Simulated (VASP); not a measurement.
MgO (Periclase): single point with PBEsol

Crystal: MgO (Periclase).

```
Mg O
1.0
     0.00000    2.04257    2.24682
     2.04257    0.00000    2.24682
     2.04257    2.04257    0.00000
Mg O
1 1
Direct
  0.00000 0.00000 0.00000
  0.50000 0.50000 0.50000
```

```json
{
 "Program": "VASP 6.6.1",
 "Task": "single point",
 "Functional": "PBEsol",
 "Potentials or basis": "VASP PAW PBE potentials, release 64 (Mg, O)",
 "Cutoff": "600 eV",
 "k mesh": "8 × 8 × 8",
 "Occupations": "fermi-dirac, width 0.02 eV",
 "Spin": "no spin polarisation",
 "Dipole correction": "no",
 "Further INCAR settings": "ALGO = Normal; EDIFF = 1e-06; NBANDS = 11"
}
```

* Pressure: 1.8 GPa
* Band gap on the k mesh: 4.45 eV, direct

Stress tensor (GPa, compression positive):
```
 7.43  0.00  0.00
 0.00  7.43  0.00
 0.00  0.00 -9.41
```

Levels at points of the mesh, in eV from the valence-band top:
```tsv
k point	band 2	band 3	band 4	band 5	band 6	band 7
(0.00, 0.00, 0.00)	-0.15	-0.15	0.00	4.45	14.95	15.98
(0.50, 0.00, 0.00)	-4.75	-0.88	-0.65	7.58	12.29	15.28
(0.50, 0.50, 0.00)	-4.41	-1.18	-1.18	9.52	9.99	12.03
(0.50, 0.00, 0.50)	-4.10	-1.88	-1.27	8.61	9.76	13.25
```

Run time: 6.5 s on 1 thread of AMD EPYC 9R45 96-Core Processor (Zen 5), with other jobs on the host, peak memory 0.12 GiB.

Caveat: the PAW data sets were made with another functional, which shifts forces and pressure a little. A hybrid or GW would open this gap; PBEsol tends to underestimate it.
